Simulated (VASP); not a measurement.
# Au (Fm-3m) in VASP: further runs

Runs on Au. Level: PBEsol. Tasks: single point, relaxation of cell and atoms.

Everything below comes from runs of VASP 6.6.1. Logs are shortened: lines on timing, memory, paths and dates and some standing lists are left out, and cuts for length are marked.

**1. The cell of the first run**

It takes space group Fm-3m (No. 225, cubic). Conventional cell: a = 4.079 Å, b = 4.079 Å, c = 4.079 Å, α = 90.00°, β = 90.00°, γ = 90.00°. Within 3.8 Å of Au (site symmetry m-3m) lie 12 Au at 2.88 Å.

**2. Single point, PBEsol**

The input, INCAR:

```
PREC = Accurate
ENCUT = 520
EDIFF = 1E-6
ISMEAR = -1
SIGMA = 0.1
LREAL = False
LASPH = True
NELM = 80
ALGO = Normal
ISIF = 2
LWAVE = False
LCHARG = False
GGA = PS
NBANDS = 12
```

The input, KPOINTS:

```
regular mesh
0
Gamma
  9 9 9
```

The input, POSCAR:

```
Au
1.0
    0.0000000000      2.0396005395      2.0396005395
    2.0396005395      0.0000000000      2.0396005395
    2.0396005395      2.0396005395      0.0000000000
Au
1
Direct
    0.0000000000      0.0000000000      0.0000000000
```

Potentials or basis: VASP PAW PBE potentials, release 64 (Au).

Command:

```sh
> cat potpaw_PBE.64/Au/POTCAR > POTCAR
> mpirun -np 1 vasp_std > vasp.out
```

OUTCAR:

```text
PREC = Accurate
   ENCUT = 520
   EDIFF = 1E-6
   ISMEAR = -1
   LREAL = False
   LASPH = True
   NELM = 80
   ISIF = 2
   GGA = PS

 ion  position               nearest neighbor table
   1  0.000  0.000  0.000-

  LATTYP: Found a face centered cubic cell.
 ALAT       =     4.0792010790

  Lattice vectors:

 A1 = (   0.0000000000,   2.0396005395,   2.0396005395)
 A2 = (   2.0396005395,   0.0000000000,   2.0396005395)
 A3 = (   2.0396005395,   2.0396005395,   0.0000000000)

Analysis of symmetry for initial positions (statically):
=====================================================================
 Subroutine PRICEL returns:
 Original cell was already a primitive cell.

 Routine SETGRP: Setting up the symmetry group for a
 face centered cubic supercell.

 Subroutine GETGRP returns: Found 48 space group operations
 (whereof 48 operations were pure point group operations)
 out of a pool of 48 trial point group operations.

The static configuration has the point symmetry O_h .

Analysis of symmetry for dynamics (positions and initial velocities):
=====================================================================
 Subroutine PRICEL returns:
 Original cell was already a primitive cell.

 Routine SETGRP: Setting up the symmetry group for a
 face centered cubic supercell.

 Subroutine GETGRP returns: Found 48 space group operations
 (whereof 48 operations were pure point group operations)
 out of a pool of 48 trial point group operations.

The dynamic configuration has the point symmetry O_h .

 Subroutine INISYM returns: Found 48 space group operations
 (whereof 48 operations are pure point group operations),
 and found     1 'primitive' translations

----------------------------------------------------------------------------------------

                                     Primitive cell

  volume of cell :      16.9694

  direct lattice vectors                    reciprocal lattice vectors
     0.000000000  2.039600539  2.039600539    -0.245146042  0.245146042  0.245146042
     2.039600539  0.000000000  2.039600539     0.245146042 -0.245146042  0.245146042
     2.039600539  2.039600539  0.000000000     0.245146042  0.245146042 -0.245146042

  length of vectors
     2.884430745  2.884430745  2.884430745     0.424605400  0.424605400  0.424605400

  position of ions in fractional coordinates (direct lattice)
     0.000000000  0.000000000  0.000000000

  ion indices of the primitive-cell ions
[... 75 lines left out ...]
   LREAL  =      F    real-space projection
   EDIFFG = 0.1E-04   stopping-criterion for IOM
   NSW    =      0    number of steps for IOM
   IBRION =     -1    ionic relax: 0-MD 1-quasi-New 2-CG
   NFREE  =      0    steps in history (QN), initial steepest desc. (CG)
   ISIF   =      2    stress and relaxation
   ISYM   =      2    0-nonsym 1-usesym 2-fastsym
   POTIM  = 0.5000    time-step for ionic-motion
   TEBEG  =    0.0;   TEEND  =   0.0 temperature during run
   PSTRESS=    0.0 pullay stress
   NELECT =      11.0000    total number of electrons
   NUPDOWN=      -1.0000    fix difference up-down
   EMIN   =  10.00;   EMAX   =-10.00  energy-range for DOS
   EFERMI =   0.00;   METHOD = LEGACY
   ISMEAR =    -1;   SIGMA  =   0.10  broadening in eV -4-tet -1-fermi 0-gaus
   EFERMI_NEDOS =   21; number of points for ismear=-14 and -15
   IALGO  =     38    algorithm
   IMIX   =      4    mixing-type and parameters
     AMIX     =   0.40;   BMIX     =  1.00
     AMIX_MAG =   1.60;   BMIX_MAG =  1.00
  volume/ion in A,a.u.               =      16.97       114.51
  Fermi-wavevector in a.u.,A,eV,Ry     =   1.416828  2.677418 27.312375  2.007403
  Thomas-Fermi vector in A             =   2.538122
   LORBIT       =      0    0 simple, 1 ext, 2 COOP (PROOUT), +10 PAW based schemes
   GGA     = PS    functional components
   LHFCALC =     F    Hartree Fock is set to
   AEXX    =    0.0000 exact exchange contribution
   IVDW    =     0    specifies the selected vdW correction
   LEPSILON=     F    determine dielectric tensor
   LRPA    =     F    only Hartree local field effects (RPA)
 non-spin polarized calculation
  energy-cutoff  :      520.00
  volume of cell :       16.97
 maximum number of plane-waves:       469
 NGX is ok and might be reduce to    24
   NGX = 11   NGY = 11   NGZ = 11

 number of electron      11.0000000 magnetization

 Free energy of the ion-electron system (eV)
  ---------------------------------------------------
  ext. energy  EPLUGINS =         0.00000000
  ---------------------------------------------------
  free energy    TOTEN  =        -3.94944150 eV

  energy without entropy =       -3.94658611  energy(sigma->0) =       -3.94801380

 E-fermi :   9.3140     XC(G=0): -12.9089

 val. band max:        8.9540195345   @ k =   0.4444   0.3333   0.0000
 cond. band min:       9.3679819357   @ k =   0.4444   0.4444   0.0000
 fundamental gap:      0.4139624012
 Fermi energy:         9.3140049240

 k-point     1 :       0.0000    0.0000    0.0000
  band No.  band energies     occupation
      1      -0.6161      2.00000
      2       4.6515      2.00000
      3       4.6515      2.00000
      4       4.6515      2.00000
      5       6.1918      2.00000
      6       6.1918      2.00000
      7      23.8458      0.00000
      8      27.8615      0.00000
      9      27.8615      0.00000
     10      27.8615      0.00000
     11      32.7417      0.00000
     12      37.4552      0.00000
[... 331 lines left out ...]
 k-point    24 :       0.4444    0.4444    0.0000
  band No.  band energies     occupation
      1       2.2862      2.00000
      2       2.6182      2.00000
      3       7.3243      2.00000
      4       7.5880      2.00000
      5       7.5880      2.00000
      6       9.3680      0.73648
      7      16.3012      0.00000
      8      19.6195      0.00000
      9      19.6195      0.00000
     10      26.4477      0.00000
     11      29.0604      0.00000
     12      37.0607      0.00000

 [... further k-points ...]
[... 5 lines left out ...]
  --------------------------------------------------------------------------------------
  -------------------------------------------------------------------------------------
  Total        0.0080030      0.0080030      0.0080030      0.0000000     -0.0000000      0.0000000
  in kB        0.7556149      0.7556149      0.7556149      0.0000000     -0.0000000      0.0000000
  external PRESSURE =       0.7556149 kB  Pullay stress =       0.0000000 kB

 VOLUME and BASIS-vectors are now :
 -----------------------------------------------------------------------------
  energy-cutoff  :      520.00
  volume of cell :       16.97
      direct lattice vectors                 reciprocal lattice vectors
     0.000000000  2.039600539  2.039600539    -0.245146042  0.245146042  0.245146042
     2.039600539  0.000000000  2.039600539     0.245146042 -0.245146042  0.245146042
     2.039600539  2.039600539  0.000000000     0.245146042  0.245146042 -0.245146042

 POSITION                                       TOTAL-FORCE (eV/Angst)
 -----------------------------------------------------------------------------------
      0.00000      0.00000      0.00000         0.000000      0.000000      0.000000
 -----------------------------------------------------------------------------------
    total drift:                               -0.000000      0.000000     -0.000000

  FREE ENERGIE OF THE ION-ELECTRON SYSTEM (eV)
  ---------------------------------------------------
  free  energy   TOTEN  =        -3.9494414994 eV

  energy  without entropy=       -3.9465861082  energy(sigma->0) =       -3.94801380
```

OSZICAR:

```text
N       E                     dE             d eps       ncg     rms          rms(c)
DAV:   1     0.449843205782E+02    0.44984E+02   -0.54917E+03   896   0.814E+02
DAV:   2    -0.368043962906E+01   -0.48665E+02   -0.45292E+02   980   0.183E+02
DAV:   3    -0.428548458284E+01   -0.60504E+00   -0.60458E+00  1016   0.198E+01
DAV:   4    -0.428747467966E+01   -0.19901E-02   -0.19900E-02  1008   0.129E+00
DAV:   5    -0.428748884428E+01   -0.14165E-04   -0.14165E-04  1040   0.105E-01    0.966E+00
DAV:   6    -0.397491851670E+01    0.31257E+00   -0.84781E-01   908   0.736E+00    0.597E+00
DAV:   7    -0.395244472037E+01    0.22474E-01   -0.71650E-02   988   0.213E+00    0.287E+00
DAV:   8    -0.394945347719E+01    0.29912E-02   -0.16570E-03   956   0.380E-01    0.300E-01
DAV:   9    -0.394943872246E+01    0.14755E-04   -0.87280E-06  1008   0.266E-02    0.105E-02
DAV:  10    -0.394944147655E+01   -0.27541E-05   -0.11290E-06   988   0.845E-03    0.893E-04
DAV:  11    -0.394944149945E+01   -0.22902E-07   -0.52057E-08   560   0.189E-03
   1 F= -.39494415E+01 E0= -.39480138E+01  d E =-.285539E-02
```

Run time: 5.7 s. Hardware: 1 thread of Intel Xeon Platinum 8375C at 2.90GHz (Ice Lake), shared host; peak memory 0.14 GiB.

What came out:

| Item | Value |
| --- | --- |
| Free energy | -3.9494 eV |
| Pressure | 0.1 GPa |

Caveat: the PAW data sets were made with another functional, which shifts forces and pressure a little; spin-orbit coupling is left out, which moves the levels of the heavy elements.

**3. Relaxation of cell and atoms, PBEsol**

This run uses another cell than the first one, of 16.85 Å³/atom, 0.993 times its volume.

The input, INCAR:

```
PREC = Accurate
ENCUT = 600
EDIFF = 1E-6
ISMEAR = -1
SIGMA = 0.1
LREAL = False
LASPH = True
NELM = 100
ALGO = Normal
ISIF = 3
LWAVE = False
LCHARG = False
GGA = PS
IBRION = 2
NSW = 80
EDIFFG = -0.02
```

The input, KPOINTS:

```
Automatic mesh
0
Gamma
  9 9 9
```

The input, POSCAR:

```
Au
1.0
    0.0000000000      2.0350000000      2.0350000000
    2.0350000000      0.0000000000      2.0350000000
    2.0350000000      2.0350000000      0.0000000000
Au
1
Direct
    0.0000000000      0.0000000000      0.0000000000
```

Potentials or basis: VASP PAW PBE potentials, release 64 (Au).

Command:

```sh
> cat potpaw_PBE.64/Au/POTCAR > POTCAR
> mpirun -np 1 vasp_std > vasp.out
```

OUTCAR:

```text
PREC = Accurate
   ENCUT = 600
   EDIFF = 1E-6
   ISMEAR = -1
   LREAL = False
   LASPH = True
   NELM = 100
   ISIF = 3
   GGA = PS
   IBRION = 2
   NSW = 80
   EDIFFG = -0.02

 ion  position               nearest neighbor table
   1  0.000  0.000  0.000-

  LATTYP: Found a face centered cubic cell.
 ALAT       =     4.0700000000

  Lattice vectors:

 A1 = (   0.0000000000,   2.0350000000,   2.0350000000)
 A2 = (   2.0350000000,   0.0000000000,   2.0350000000)
 A3 = (   2.0350000000,   2.0350000000,   0.0000000000)

Analysis of symmetry for initial positions (statically):
=====================================================================
 Subroutine PRICEL returns:
 Original cell was already a primitive cell.

 Routine SETGRP: Setting up the symmetry group for a
[... 244 lines left out ...]
  energy without entropy =       -3.94648884  energy(sigma->0) =       -3.94791131

 E-fermi :   9.2994     XC(G=0): -12.9032

 val. band max:        8.9383788723   @ k =   0.4444   0.3333   0.0000
 cond. band min:       9.3544552512   @ k =   0.4444   0.4444   0.0000
 fundamental gap:      0.4160763789
 Fermi energy:         9.2994334413

 k-point     1 :       0.0000    0.0000    0.0000
  band No.  band energies     occupation
      1      -0.6219      2.00000
      2       4.6405      2.00000
      3       4.6405      2.00000
      4       4.6405      2.00000
      5       6.1782      2.00000
      6       6.1782      2.00000
      7      23.8309      0.00000
      8      27.8412      0.00000
      9      27.8412      0.00000
[... 265 lines left out ...]
 k-point    24 :       0.4444    0.4444    0.0000
  band No.  band energies     occupation
      1       2.2790      2.00000
      2       2.6105      2.00000
      3       7.3088      2.00000
      4       7.5721      2.00000
      5       7.5721      2.00000
      6       9.3545      0.73163
      7      16.2776      0.00000
      8      19.6005      0.00000
      9      19.6005      0.00000

 [... further k-points ...]
[... 5 lines left out ...]
  --------------------------------------------------------------------------------------
  -------------------------------------------------------------------------------------
  Total       -0.0000460     -0.0000460     -0.0000460     -0.0000000     -0.0000000      0.0000000
  in kB       -0.0043396     -0.0043396     -0.0043396     -0.0000000     -0.0000000      0.0000000
  external PRESSURE =      -0.0043396 kB  Pullay stress =       0.0000000 kB
[... 16 lines left out ...]
  FREE ENERGIE OF THE ION-ELECTRON SYSTEM (eV)
  ---------------------------------------------------
  free  energy   TOTEN  =        -3.9493337866 eV

  energy  without entropy=       -3.9464888381  energy(sigma->0) =       -3.94791131

 reached required accuracy - stopping structural energy minimisation
```

OSZICAR:

```text
N       E                     dE             d eps       ncg     rms          rms(c)
DAV:   1     0.477544924439E+02    0.47754E+02   -0.64444E+03   662   0.123E+03
DAV:   2    -0.384421327774E+01   -0.51599E+02   -0.49326E+02   666   0.212E+02
DAV:   3    -0.428564564571E+01   -0.44143E+00   -0.44128E+00   748   0.210E+01
[... 19 lines left out ...]
DAV:   2    -0.395021522098E+01    0.21570E-01   -0.73820E-02   635   0.263E+00    0.350E-01
DAV:   3    -0.394932245123E+01    0.89277E-03   -0.42347E-03   640   0.599E-01    0.251E-01
DAV:   4    -0.394933416857E+01   -0.11717E-04   -0.17518E-04   665   0.113E-01    0.165E-02
DAV:   5    -0.394933309606E+01    0.10725E-05   -0.22173E-06   642   0.166E-02    0.172E-03
DAV:   6    -0.394933378655E+01   -0.69050E-06   -0.12179E-07   346   0.297E-03
   3 F= -.39493338E+01 E0= -.39479113E+01  d E =-.561057E-03
```

Run time: 13 s. Hardware: 1 thread of Intel Xeon Platinum 8375C at 2.90GHz (Ice Lake), shared host; peak memory 0.15 GiB.

Results:

```yaml
Free_energy: -3.9493 eV
Relaxed_volume: 16.99 Å³/atom
Relaxed_cell: a = 2.885 Å, b = 2.885 Å, c = 2.885 Å, α = 60.00°, β = 60.00°, γ = 60.00°
Space_group_after_relaxing_to_0.05_Å: Fm-3m (No. 225)
Energy_gained_by_relaxing: 0.6 meV/atom
Ionic_steps: 3
Pressure_after_relaxing: 0.0 GPa
```

Step by step:
| step | energy change (eV) | largest force (eV/Å) | pressure (GPa) | volume (Å³) |
| --- | --- | --- | --- | --- |
| 1 | 0.0000 | 0.0000 | 1.39 | 16.85 |
| 2 | 0.0011 | 0.0000 | -2.27 | 17.22 |
| 3 | -0.0006 | 0.0000 | 0.00 | 16.99 |

Final structure:
```cif
data_structure
_symmetry_space_group_name_H-M 'P 1'
_symmetry_Int_Tables_number 1
_cell_length_a 2.8853
_cell_length_b 2.8853
_cell_length_c 2.8853
_cell_angle_alpha 60.000
_cell_angle_beta 60.000
_cell_angle_gamma 60.000
_cell_volume 16.99
loop_
_atom_site_label
_atom_site_type_symbol
_atom_site_fract_x
_atom_site_fract_y
_atom_site_fract_z
_atom_site_occupancy
Au1 Au 0.00000 0.00000 0.00000 1
```

Caveat: the PAW data sets were made with another functional, which shifts forces and pressure a little; spin-orbit coupling is left out, which moves the levels of the heavy elements.
